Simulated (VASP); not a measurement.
# TaF3 (Pm-3m) in VASP: settings compared

TaF3 is run at these levels: LDA, RPBE, BLYP; tasks: single point.

All numbers are computed with VASP 6.6.1; they aren't measurements. Logs are shortened: lines on timing, memory, paths and dates and some standing lists are left out, and cuts for length are marked.

### Step 1. The cell of the first run

It takes space group Pm-3m (No. 221, cubic). The conventional cell has a = 3.901 Å, b = 3.901 Å, c = 3.901 Å, α = 90.00°, β = 90.00°, γ = 90.00°. Within 2.6 Å of Ta (site symmetry m-3m) lie 6 F at 1.95 Å. Within 2.6 Å of F (site symmetry 4/mmm) lie 2 Ta at 1.95 Å.

### Step 2. Single point, LDA

The input, INCAR:

```
PREC = Accurate ; ENCUT = 520
EDIFF = 1E-6 ; ISMEAR = 1
SIGMA = 0.1 ; LREAL = False
LASPH = True ; NELM = 60
ALGO = Normal ; ISIF = 2
LWAVE = False ; LCHARG = False
NBANDS = 24
```

The input, KPOINTS:

```
regular mesh
0
Gamma
  4 4 4
```

The input, POSCAR:

```
TaF3
1.0
    3.9012000000      0.0000000000      0.0000000000
    0.0000000000      3.9012000000      0.0000000000
    0.0000000000      0.0000000000      3.9012000000
Ta F
1 3
Direct
    0.0000000000      0.0000000000      0.0000000000
    0.5000000000      0.0000000000      0.0000000000
    0.0000000000      0.5000000000      0.0000000000
    0.0000000000      0.0000000000      0.5000000000
```

Potentials or basis: VASP PAW LDA potentials, release 64 (Ta_pv, F).

Launch:

```
$ cat potpaw_LDA.64/Ta_pv/POTCAR potpaw_LDA.64/F/POTCAR > POTCAR
$ mpirun -np 1 vasp_std > vasp.out
```

OUTCAR:

```text
PREC = Accurate
   ENCUT = 520
   EDIFF = 1E-6
   ISMEAR = 1
   LREAL = False
   LASPH = True
   NELM = 60
   ISIF = 2

 ion  position               nearest neighbor table
   1  0.000  0.000  0.000-   2 1.95   3 1.95   4 1.95   4 1.95   3 1.95   2 1.95
   2  0.500  0.000  0.000-   1 1.95   1 1.95
   3  0.000  0.500  0.000-   1 1.95   1 1.95
   4  0.000  0.000  0.500-   1 1.95   1 1.95

  LATTYP: Found a simple cubic cell.
 ALAT       =     3.9012000000

  Lattice vectors:

 A1 = (   3.9012000000,   0.0000000000,   0.0000000000)
 A2 = (   0.0000000000,   3.9012000000,   0.0000000000)
 A3 = (   0.0000000000,   0.0000000000,   3.9012000000)

Analysis of symmetry for initial positions (statically):
=====================================================================
 Subroutine PRICEL returns:
 Original cell was already a primitive cell.

 Routine SETGRP: Setting up the symmetry group for a
 simple cubic supercell.

 Subroutine GETGRP returns: Found 48 space group operations
 (whereof 48 operations were pure point group operations)
 out of a pool of 48 trial point group operations.

The static configuration has the point symmetry O_h .

Analysis of symmetry for dynamics (positions and initial velocities):
=====================================================================
 Subroutine PRICEL returns:
 Original cell was already a primitive cell.

 Routine SETGRP: Setting up the symmetry group for a
 simple cubic supercell.

 Subroutine GETGRP returns: Found 48 space group operations
 (whereof 48 operations were pure point group operations)
 out of a pool of 48 trial point group operations.

The dynamic configuration has the point symmetry O_h .

 Subroutine INISYM returns: Found 48 space group operations
 (whereof 48 operations are pure point group operations),
 and found     1 'primitive' translations

----------------------------------------------------------------------------------------

                                     Primitive cell

  volume of cell :      59.3738

  direct lattice vectors                    reciprocal lattice vectors
     3.901200000  0.000000000  0.000000000     0.256331385  0.000000000  0.000000000
     0.000000000  3.901200000  0.000000000     0.000000000  0.256331385  0.000000000
     0.000000000  0.000000000  3.901200000     0.000000000  0.000000000  0.256331385

  length of vectors
     3.901200000  3.901200000  3.901200000     0.256331385  0.256331385  0.256331385

[... 68 lines left out ...]
   NELM   =     60;   NELMIN=  2; NELMDL= -5     # of ELM steps
   EDIFF  = 0.1E-05   stopping-criterion for ELM
   LREAL  =      F    real-space projection
   EDIFFG = 0.1E-04   stopping-criterion for IOM
   NSW    =      0    number of steps for IOM
   IBRION =     -1    ionic relax: 0-MD 1-quasi-New 2-CG
   NFREE  =      0    steps in history (QN), initial steepest desc. (CG)
   ISIF   =      2    stress and relaxation
   ISYM   =      2    0-nonsym 1-usesym 2-fastsym
   POTIM  = 0.5000    time-step for ionic-motion
   TEBEG  =    0.0;   TEEND  =   0.0 temperature during run
   PSTRESS=    0.0 pullay stress
   NELECT =      32.0000    total number of electrons
   NUPDOWN=      -1.0000    fix difference up-down
   EMIN   =  10.00;   EMAX   =-10.00  energy-range for DOS
   EFERMI =   0.00;   METHOD = LEGACY
   ISMEAR =     1;   SIGMA  =   0.10  broadening in eV -4-tet -1-fermi 0-gaus
   EFERMI_NEDOS =   21; number of points for ismear=-14 and -15
   IALGO  =     38    algorithm
   IMIX   =      4    mixing-type and parameters
     AMIX     =   0.40;   BMIX     =  1.00
     AMIX_MAG =   1.60;   BMIX_MAG =  1.00
  volume/ion in A,a.u.               =      14.84       100.17
  Fermi-wavevector in a.u.,A,eV,Ry     =   1.332273  2.517631 24.149685  1.774952
  Thomas-Fermi vector in A             =   2.461221
   LORBIT       =      0    0 simple, 1 ext, 2 COOP (PROOUT), +10 PAW based schemes
   GGA     = CA    functional components
   LHFCALC =     F    Hartree Fock is set to
   AEXX    =    0.0000 exact exchange contribution
   IVDW    =     0    specifies the selected vdW correction
   LEPSILON=     F    determine dielectric tensor
   LRPA    =     F    only Hartree local field effects (RPA)
 non-spin polarized calculation
 Methfessel and Paxton  Order N= 1 SIGMA  =   0.10
  energy-cutoff  :      520.00
  volume of cell :       59.37
 maximum number of plane-waves:      1628
 NGX is ok and might be reduce to    30
   NGX = 15   NGY = 15   NGZ = 15

 number of electron      32.0000001 magnetization

 Free energy of the ion-electron system (eV)
  ---------------------------------------------------
  ext. energy  EPLUGINS =         0.00000000
  ---------------------------------------------------
  free energy    TOTEN  =       -29.14253735 eV

  energy without entropy =      -29.14251329  energy(sigma->0) =      -29.14252933

 E-fermi :   4.6877     XC(G=0):  -9.6978

 val. band max:        4.1450853514   @ k =   0.5000   0.2500   0.0000
 cond. band min:       4.7250132447   @ k =   0.2500   0.0000   0.0000
 fundamental gap:      0.5799278933
 Fermi energy:         4.6876756467

 k-point     1 :       0.0000    0.0000    0.0000
  band No.  band energies     occupation
      1     -32.3472      2.00000
      2     -32.3472      2.00000
      3     -32.3472      2.00000
      4     -24.0620      2.00000
      5     -23.7147      2.00000
      6     -23.7147      2.00000
[... 259 lines left out ...]
     23      12.0815      0.00000
     24      12.0815      0.00000

------------------------ aborting loop because EDIFF is reached ----------------------------------------

  FORCE on cell =-STRESS in cart. coord.  units (eV):
  Direction    XX          YY          ZZ          XY          YZ          ZX
  --------------------------------------------------------------------------------------
  -------------------------------------------------------------------------------------
  Total        6.1107444      6.1107444      6.1107444      0.0000000      0.0000000     -0.0000000
  in kB      164.8959737    164.8959737    164.8959737      0.0000000      0.0000000     -0.0000000
  external PRESSURE =     164.8959737 kB  Pullay stress =       0.0000000 kB

 VOLUME and BASIS-vectors are now :
 -----------------------------------------------------------------------------
  energy-cutoff  :      520.00
  volume of cell :       59.37
      direct lattice vectors                 reciprocal lattice vectors
     3.901200000  0.000000000  0.000000000     0.256331385  0.000000000  0.000000000
     0.000000000  3.901200000  0.000000000     0.000000000  0.256331385  0.000000000
     0.000000000  0.000000000  3.901200000     0.000000000  0.000000000  0.256331385

 POSITION                                       TOTAL-FORCE (eV/Angst)
 -----------------------------------------------------------------------------------
      0.00000      0.00000      0.00000         0.000000      0.000000      0.000000
      1.95060      0.00000      0.00000         0.000000      0.000000      0.000000
      0.00000      1.95060      0.00000         0.000000      0.000000      0.000000
      0.00000      0.00000      1.95060         0.000000      0.000000      0.000000
 -----------------------------------------------------------------------------------
    total drift:                                0.000000      0.000000      0.000000

  FREE ENERGIE OF THE ION-ELECTRON SYSTEM (eV)
  ---------------------------------------------------
  free  energy   TOTEN  =       -29.1425373509 eV

  energy  without entropy=      -29.1425132867  energy(sigma->0) =      -29.14252933
```

Run time: 12 s. Hardware: 1 thread of Intel Xeon Platinum 8259CL at 2.50GHz (Skylake/Cascade Lake), shared host; peak memory 0.15 GiB.

What came out:

```yaml
Free_energy: -29.1425 eV
Pressure: 16.5 GPa
Band_gap_on_the_k_mesh: zero (band 16 reaches 6.32 eV, above the bottom of band 17 at 3.23 eV)
```

Levels at points of the mesh, in eV from the Fermi level:
| k point | band 12 | band 13 | band 14 | band 15 | band 16 | band 17 | band 18 | band 19 |
| --- | --- | --- | --- | --- | --- | --- | --- | --- |
| (0.00, 0.00, 0.00) | -9.30 | -9.27 | -9.27 | -9.27 | -1.46 | -1.46 | -1.46 | -0.83 |
| (0.50, 0.00, 0.00) | -10.00 | -9.44 | -9.27 | -9.27 | -1.37 | 0.20 | 0.20 | 1.99 |
| (0.50, 0.50, 0.00) | -9.80 | -9.69 | -9.69 | -8.61 | 0.31 | 0.31 | 1.32 | 3.12 |
| (0.50, 0.50, 0.50) | -11.46 | -8.61 | -8.61 | -8.61 | 1.63 | 1.63 | 1.63 | 3.23 |

Caveat: the k points lie up to 0.40 Å⁻¹ apart; spin-orbit coupling is left out, which moves the levels of the heavy elements.

### Step 3. Single point, RPBE

The input, INCAR:

```
SYSTEM = TaF3
PREC = Accurate
ENCUT = 520
EDIFF = 1E-7
ISMEAR = 1
SIGMA = 0.1
LREAL = .FALSE.
LASPH = .TRUE.
NELM = 100
ALGO = Normal
ISIF = 2
LWAVE = .FALSE.
LCHARG = .FALSE.
GGA = RP
NBANDS = 24
```

The input, KPOINTS:

```
regular mesh
0
G
  4 4 4
  0 0 0
```

POSCAR is that of step 2.

Potentials or basis: VASP PAW PBE potentials, release 64 (Ta_pv, F).

Launch:

```
$ cat potpaw_PBE.64/Ta_pv/POTCAR potpaw_PBE.64/F/POTCAR > POTCAR
$ mpirun -np 1 vasp_std > vasp.out
```

It took 15 s on 1 thread of Intel Xeon Platinum 8259CL at 2.50GHz (Skylake/Cascade Lake), shared host; peak memory 0.17 GiB.

The run converged. Its results:

| Item | Value |
| --- | --- |
| Free energy | -24.5650 eV |
| Pressure | 29.6 GPa |
| Band gap on the k mesh | zero (band 16 reaches 6.97 eV, above the bottom of band 17 at 3.97 eV) |

Levels at points of the mesh, in eV from the Fermi level:
```csv
k point,band 12,band 13,band 14,band 15,band 16,band 17,band 18,band 19
"(0.00, 0.00, 0.00)",-9.50,-9.45,-9.45,-9.45,-1.43,-1.43,-1.43,-0.51
"(0.50, 0.00, 0.00)",-10.15,-9.63,-9.46,-9.46,-1.34,0.17,0.17,2.17
"(0.50, 0.50, 0.00)",-9.95,-9.86,-9.86,-8.84,0.28,0.28,1.32,3.13
"(0.50, 0.50, 0.50)",-11.57,-8.83,-8.83,-8.83,1.57,1.57,1.57,3.68
```

Caveat: the k points lie up to 0.40 Å⁻¹ apart; the PAW data sets were made with another functional, which shifts forces and pressure a little; spin-orbit coupling is left out, which moves the levels of the heavy elements.

### Step 4. Single point, BLYP

The input, INCAR:

```
SYSTEM = TaF3
PREC     = Accurate       ! precision mode
ENCUT    = 520            ! plane-wave cutoff, eV
EDIFF    = 1E-6           ! SCF threshold, eV
ISMEAR   = 1              ! smearing method
SIGMA    = 0.1            ! smearing width, eV
LREAL    = .False.        ! projectors in reciprocal space
LASPH    = .True.         ! aspherical terms in the spheres
NELM     = 80             ! most SCF steps
ALGO     = Normal         ! electronic algorithm
ISIF     = 2              ! what is computed and relaxed
LWAVE    = .False.        ! write WAVECAR
LCHARG   = .False.        ! write CHGCAR
GGA      = B5             ! functional
ALDAX    = 1.0          
AGGAX    = 1.0          
AGGAC    = 1.0          
ALDAC    = 0.0          
NBANDS   = 24             ! bands
```

The input, KPOINTS:

```
regular mesh
0
Gamma
  4 4 4
  0 0 0
```

POSCAR is that of step 3.

Launch:

```
$ cat potpaw_PBE.64/Ta_pv/POTCAR potpaw_PBE.64/F/POTCAR > POTCAR
$ mpirun -np 1 vasp_std > vasp.out
```

Run time: 25 s. Hardware: 1 thread of Intel Xeon Platinum 8259CL at 2.50GHz (Skylake/Cascade Lake), shared host; peak memory 0.16 GiB.

Results (log left out):

* Free energy: -24.9290 eV
* Pressure: 30.9 GPa
* Band gap on the k mesh: zero (band 16 reaches 7.07 eV, above the bottom of band 17 at 4.09 eV)

Levels at points of the mesh, in eV from the Fermi level:
```csv
k point,band 11,band 12,band 13,band 14,band 15,band 16,band 17,band 18,band 19,band 20
"(0.00, 0.00, 0.00)",-9.54,-9.54,-9.49,-9.49,-9.49,-1.42,-1.42,-1.42,-0.77,2.48
"(0.50, 0.00, 0.00)",-10.19,-10.19,-9.68,-9.50,-9.50,-1.33,0.17,0.17,2.02,2.10
"(0.50, 0.50, 0.00)",-10.30,-9.97,-9.92,-9.92,-8.88,0.28,0.28,1.27,3.19,4.64
"(0.50, 0.50, 0.50)",-11.63,-11.63,-8.87,-8.87,-8.87,1.56,1.56,1.56,3.41,7.28
```

Caveat: the k points lie up to 0.40 Å⁻¹ apart; the PAW data sets were made with another functional, which shifts forces and pressure a little; spin-orbit coupling is left out, which moves the levels of the heavy elements.

### Step 5. Summary

```csv
level,potentials or basis,gap on the mesh (eV),pressure (GPa)
LDA,"VASP PAW LDA potentials, release 64 (Ta_pv, F)",none,16.5
RPBE,"VASP PAW PBE potentials, release 64 (Ta_pv, F)",none,29.6
BLYP,"VASP PAW PBE potentials, release 64 (Ta_pv, F)",none,30.9
```

Alike in all rows: task single point; no spin polarisation; cell as given; k mesh 4 × 4 × 4; cutoff (eV) 520; smearing methfessel-paxton 0.1 eV.

Caveats: all runs use coarse meshes; spin-orbit coupling is left out, which moves the levels of the heavy elements; the PAW data sets were made with another functional, which shifts forces and pressure a little (some runs).

Absolute energies hang on the potentials; compare differences alone.
